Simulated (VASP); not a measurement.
# Sb (P6/mmm) in VASP: further runs, part 2 of 2

VASP 6.6.1. The steps go on from the part before.

## (5) Relaxation of cell and atoms, PBE, target pressure 370 GPa, at which the enthalpy is minimised

This run uses another cell than the first one: it holds 3 atoms, not 1.

Input file INCAR:

```
ALGO = Normal
EDIFF = 1E-7
EDIFFG = -0.005
ENCUT = 600
GGA = PE
IBRION = 2
ISIF = 3
ISMEAR = -1
LASPH = True
LCHARG = False
LREAL = False
LWAVE = False
NELM = 80
NSW = 32
PREC = Accurate
PSTRESS = 3700.0
SIGMA = 0.1
```

Input file KPOINTS:

```
k-points
0
Gamma
  9 9 12
```

Input file POSCAR:

```
Sb
1.0
    4.0827076968      0.0000000000      0.0000000000
   -2.0413538484      3.5357285816      0.0000000000
    0.0000000000      0.0000000000      2.4195736434
Sb
3
Direct
    0.0000000000      0.0000000000      0.0000000000
    0.3333333333      0.6666666667      0.5000000000
    0.6666666667      0.3333333333      0.5000000000
```

Potentials or basis: VASP PAW PBE potentials, release 64 (Sb).

On the command line:

```sh
$ cat potpaw_PBE.64/Sb/POTCAR > POTCAR
$ mpirun -np 1 vasp_std > vasp.out
```

OUTCAR:

```text
EDIFF = 1E-7
   EDIFFG = -0.005
   ENCUT = 600
   GGA = PE
   IBRION = 2
   ISIF = 3
   ISMEAR = -1
   LASPH = True
   LREAL = False
   NELM = 80
   NSW = 32
   PREC = Accurate
   PSTRESS = 3700.0

 ion  position               nearest neighbor table
   1  0.000  0.000  0.000-   2 2.65   3 2.65   2 2.65   3 2.65   2 2.65   2 2.65   3 2.65   3 2.65
                             3 2.65   3 2.65   2 2.65   2 2.65
   2  0.333  0.667  0.500-   3 2.36   3 2.36   3 2.36   1 2.65   1 2.65   1 2.65   1 2.65   1 2.65
                             1 2.65   3 3.38   3 3.38   3 3.38   3 3.38   3 3.38   3 3.38
   3  0.667  0.333  0.500-   2 2.36   2 2.36   2 2.36   1 2.65   1 2.65   1 2.65   1 2.65   1 2.65
                             1 2.65   2 3.38   2 3.38   2 3.38   2 3.38   2 3.38   2 3.38

  LATTYP: Found a hexagonal cell.
 ALAT       =     4.0827076968
 C/A-ratio  =     0.5926394499

  Lattice vectors:

 A1 = (   4.0827076968,   0.0000000000,   0.0000000000)
 A2 = (  -2.0413538484,   3.5357285816,   0.0000000000)
 A3 = (   0.0000000000,   0.0000000000,   2.4195736434)

Analysis of symmetry for initial positions (statically):
=====================================================================
 Subroutine PRICEL returns:
 Original cell was already a primitive cell.

 Routine SETGRP: Setting up the symmetry group for a
 hexagonal supercell.

 Subroutine GETGRP returns: Found 24 space group operations
 (whereof 24 operations were pure point group operations)
 out of a pool of 24 trial point group operations.

The static configuration has the point symmetry D_6h.

Analysis of symmetry for dynamics (positions and initial velocities):
=====================================================================
 Subroutine PRICEL returns:
 Original cell was already a primitive cell.

 Routine SETGRP: Setting up the symmetry group for a
 hexagonal supercell.

 Subroutine GETGRP returns: Found 24 space group operations
 (whereof 24 operations were pure point group operations)
 out of a pool of 24 trial point group operations.

The dynamic configuration has the point symmetry D_6h.

 Subroutine INISYM returns: Found 24 space group operations
 (whereof 24 operations are pure point group operations),
 and found     1 'primitive' translations

----------------------------------------------------------------------------------------

                                     Primitive cell

  volume of cell :      34.9274

  direct lattice vectors                    reciprocal lattice vectors
     4.082707697  0.000000000  0.000000000     0.244935487  0.141413570  0.000000000
    -2.041353848  3.535728582  0.000000000     0.000000000  0.282827139  0.000000000
     0.000000000  0.000000000  2.419573643     0.000000000  0.000000000  0.413295955

  length of vectors
     4.082707697  4.082707697  2.419573643     0.282827139  0.282827139  0.413295955

  position of ions in fractional coordinates (direct lattice)
     0.000000000  0.000000000  0.000000000
     0.333333333  0.666666667  0.500000000
     0.666666667  0.333333333  0.500000000

  ion indices of the primitive-cell ions
   primitive index   ion index
                 1           1
                 2           2
                 3           3

----------------------------------------------------------------------------------------

 KPOINTS: k-points

Automatic generation of k-mesh.
[... 63 lines left out ...]
   LASPH  =      T    aspherical Exc in radial PAW
   ENCUT  =  600.0 eV  44.10 Ry    6.64 a.u.   8.15  8.15  4.83*2*pi/ulx,y,z
   NELM   =     80;   NELMIN=  2; NELMDL= -5     # of ELM steps
   EDIFF  = 0.1E-06   stopping-criterion for ELM
   LREAL  =      F    real-space projection
   EDIFFG = -.5E-02   stopping-criterion for IOM
   NSW    =     32    number of steps for IOM
   IBRION =      2    ionic relax: 0-MD 1-quasi-New 2-CG
   NFREE  =      1    steps in history (QN), initial steepest desc. (CG)
   ISIF   =      3    stress and relaxation
   ISYM   =      2    0-nonsym 1-usesym 2-fastsym
   POTIM  = 0.5000    time-step for ionic-motion
   TEBEG  =    0.0;   TEEND  =   0.0 temperature during run
   PSTRESS= 3700.0 pullay stress
   NELECT =      15.0000    total number of electrons
   NUPDOWN=      -1.0000    fix difference up-down
   EMIN   =  10.00;   EMAX   =-10.00  energy-range for DOS
   EFERMI =   0.00;   METHOD = LEGACY
   ISMEAR =    -1;   SIGMA  =   0.10  broadening in eV -4-tet -1-fermi 0-gaus
   EFERMI_NEDOS =   21; number of points for ismear=-14 and -15
   IALGO  =     38    algorithm
   IMIX   =      4    mixing-type and parameters
     AMIX     =   0.40;   BMIX     =  1.00
     AMIX_MAG =   1.60;   BMIX_MAG =  1.00
  volume/ion in A,a.u.               =      11.64        78.57
  Fermi-wavevector in a.u.,A,eV,Ry     =   1.235141  2.334078 20.756687  1.525573
  Thomas-Fermi vector in A             =   2.369803
   LORBIT       =      0    0 simple, 1 ext, 2 COOP (PROOUT), +10 PAW based schemes
   GGA     = PE    functional components
   LHFCALC =     F    Hartree Fock is set to
   AEXX    =    0.0000 exact exchange contribution
   IVDW    =     0    specifies the selected vdW correction
   LEPSILON=     F    determine dielectric tensor
   LRPA    =     F    only Hartree local field effects (RPA)
 conjugate gradient relaxation of ions
 non-spin polarized calculation
  energy-cutoff  :      600.00
  volume of cell :       34.93
 maximum number of plane-waves:      1188
 NGX is ok and might be reduce to    36

--------------------------------------- Ionic step        1  -------------------------------------------

 number of electron      15.0000000 magnetization

 Free energy of the ion-electron system (eV)
  ---------------------------------------------------
  ext. energy  EPLUGINS =         0.00000000
  ---------------------------------------------------
  free energy    TOTEN  =        13.38097245 eV

  energy without entropy =       13.41260630  energy(sigma->0) =       13.39678937

------------------------ aborting loop because EDIFF is reached ----------------------------------------

  FORCE on cell =-STRESS in cart. coord.  units (eV):
  Direction    XX          YY          ZZ          XY          YZ          ZX
  --------------------------------------------------------------------------------------
  -------------------------------------------------------------------------------------
  Total       83.2130249     83.2130249     83.2001516     -0.0000000     -0.0000000      0.0000000
  in kB     3817.1202342   3817.1202340   3816.5297138     -0.0000000     -0.0000000      0.0000000
  external PRESSURE =     116.9233940 kB  Pullay stress =    3700.0000000 kB
[... 100 lines left out ...]
  energy  without entropy=       12.6408374804  energy(sigma->0) =       12.62512278

  enthalpy is  TOTEN    =        94.0297475583 eV   P V=       81.4203394841

[... ionic steps 4 to 7 ...]

--------------------------------------- Ionic step        8  -------------------------------------------

 number of electron      15.0000000 magnetization

------------------------ aborting loop because EDIFF is reached ----------------------------------------
[... 73 lines left out ...]
--------------------------------------- Ionic step       10  -------------------------------------------

 number of electron      15.0000000 magnetization

 Free energy of the ion-electron system (eV)
  ---------------------------------------------------
  ext. energy  EPLUGINS =         0.00000000
  ---------------------------------------------------
  free energy    TOTEN  =        12.65665075 eV

  energy without entropy =       12.68807652  energy(sigma->0) =       12.67236364

 E-fermi :  25.2256     XC(G=0): -14.2546

 val. band max:       25.1927649895   @ k =   0.1111   0.1111   0.3333
 cond. band min:      25.2370251485   @ k =   0.4444   0.1111   0.1667
 fundamental gap:      0.0442601590
 Fermi energy:        25.2256051299

 k-point     1 :       0.0000    0.0000    0.0000
  band No.  band energies     occupation
      1       1.5763      2.00000
      2      15.3822      2.00000
      3      15.3822      2.00000
      4      15.5426      2.00000
      5      15.5426      2.00000
      6      15.7148      2.00000
      7      15.7525      2.00000
      8      27.0965      0.00000
      9      32.7923      0.00000
     10      34.5925      0.00000
     11      35.9524      0.00000
[... 309 lines left out ...]
 k-point    24 :       0.3333    0.3333    0.0833
  band No.  band energies     occupation
      1       6.3578      2.00000
      2       6.3578      2.00000
      3       6.4911      2.00000
      4      20.3407      2.00000
      5      20.3801      2.00000
      6      20.3801      2.00000
      7      29.5101      0.00000
      8      29.5101      0.00000
      9      29.6079      0.00000
     10      30.0572      0.00000
     11      30.0572      0.00000

 [... further k-points ...]
[... 5 lines left out ...]
  --------------------------------------------------------------------------------------
  -------------------------------------------------------------------------------------
  Total       81.3721316     81.3721316     81.3746898      0.0000000     -0.0000000      0.0000000
  in kB     3699.9587860   3699.9587857   3700.0751054      0.0000000     -0.0000000      0.0000000
  external PRESSURE =      -0.0024410 kB  Pullay stress =    3700.0000000 kB
[... 22 lines left out ...]
  energy  without entropy=       12.6880765231  energy(sigma->0) =       12.67236364

  enthalpy is  TOTEN    =        94.0296887929 eV   P V=       81.3730380422

 reached required accuracy - stopping structural energy minimisation
```

CONTCAR:

```text
Sb
   1.00000000000000
     4.0949976056564896    0.0000000000000000   -0.0000000000000000
    -2.0474988028282448    3.5463719547961174   -0.0000000000000000
     0.0000000000000000   -0.0000000000000000    2.4263388544535736
  Sb
     3
Direct
     0.0000000000000000    0.0000000000000000    0.0000000000000000
     0.3333333332999970    0.6666666667000030    0.5000000000000000
     0.6666666667000030    0.3333333332999970    0.5000000000000000

  0.00000000E+00  0.00000000E+00  0.00000000E+00
  0.00000000E+00  0.00000000E+00  0.00000000E+00
  0.00000000E+00  0.00000000E+00  0.00000000E+00
```

Run time: 3.3 min. Hardware: 1 thread of Intel Xeon Platinum 8375C at 2.90GHz (Ice Lake), shared host; peak memory 0.2 GiB.

What came out:

```
Free energy                                                : 12.6567 eV
Relaxed volume                                             : 11.75 Å³/atom
Relaxed cell                                               : a = 4.095 Å, b = 4.095 Å, c = 2.426 Å, α = 90.00°, β = 90.00°, γ = 120.00°
Space group after relaxing (to 0.1 Å)                      : P6/mmm (No. 191)
Energy change on relaxing (the run minimises the enthalpy) : -241.4 meV/atom
Ionic steps                                                : 10
Pressure after relaxing                                    : 370.0 GPa
```

Step by step:
```csv
step,energy change (eV),largest force (eV/Å),pressure (GPa),volume (Å³)
1,0.0000,0.0000,381.69,34.93
2,-8.6106,0.0000,246.50,39.40
3,-0.7716,0.0000,369.24,35.26
4,-0.7245,0.0000,369.99,35.24
5,-0.7102,0.0000,370.23,35.23
6,-0.7136,0.0000,370.18,35.23
7,-0.7115,0.0000,370.21,35.23
8,-0.7356,0.0000,369.82,35.24
9,-0.7196,0.0000,370.08,35.23
10,-0.7243,0.0000,370.00,35.24
```

Final structure:
```cif
data_structure
_symmetry_space_group_name_H-M 'P 1'
_symmetry_Int_Tables_number 1
_cell_length_a 4.0950
_cell_length_b 4.0950
_cell_length_c 2.4263
_cell_angle_alpha 90.000
_cell_angle_beta 90.000
_cell_angle_gamma 120.000
_cell_volume 35.24
loop_
_atom_site_label
_atom_site_type_symbol
_atom_site_fract_x
_atom_site_fract_y
_atom_site_fract_z
_atom_site_occupancy
Sb1 Sb 0.00000 0.00000 0.00000 1
Sb2 Sb 0.33333 0.66667 0.50000 1
Sb3 Sb 0.66667 0.33333 0.50000 1
```

Caveat: the cell is relaxed towards a set pressure, so the run minimises the enthalpy, not the energy; the highest band is partly filled, so the run has too few bands; spin-orbit coupling is left out, which moves the levels of the heavy elements.

## (6) The runs side by side

```csv
cell,k mesh,gap on the mesh (eV),pressure (GPa)
"relaxed to 370 GPa from a = 2.430, b = 2.430, c = 2.284 Å, angles 90.0, 90.0, 120.0°, 1 atom, atomic positions A",18 × 18 × 16,none,370.0
"relaxed to 370 GPa from a = 2.455, b = 2.455, c = 2.302 Å, angles 90.0, 90.0, 120.0°, 1 atom, atomic positions A",18 × 18 × 16,none,370.0
"relaxed to 370 GPa from a = 4.017, b = 4.017, c = 2.490 Å, angles 90.0, 90.0, 120.0°, 3 atoms, atomic positions B",9 × 9 × 12,-,370.0
"relaxed to 370 GPa from a = 4.083, b = 4.083, c = 2.420 Å, angles 90.0, 90.0, 120.0°, 3 atoms, atomic positions B",9 × 9 × 12,-,370.0
```

Alike in all rows: task relaxation of cell and atoms; level PBE; potentials or basis VASP PAW PBE potentials, release 64 (Sb); no spin polarisation; cutoff (eV) 600; smearing fermi-dirac 0.1 eV.

Caveats: the cell is relaxed towards a set pressure, so the run minimises the enthalpy, not the energy; spin-orbit coupling is left out, which moves the levels of the heavy elements; the highest band is partly filled, so the run has too few bands (at least some runs).

Total energies depend on the potentials used, so only differences within one code and one set of settings carry meaning.
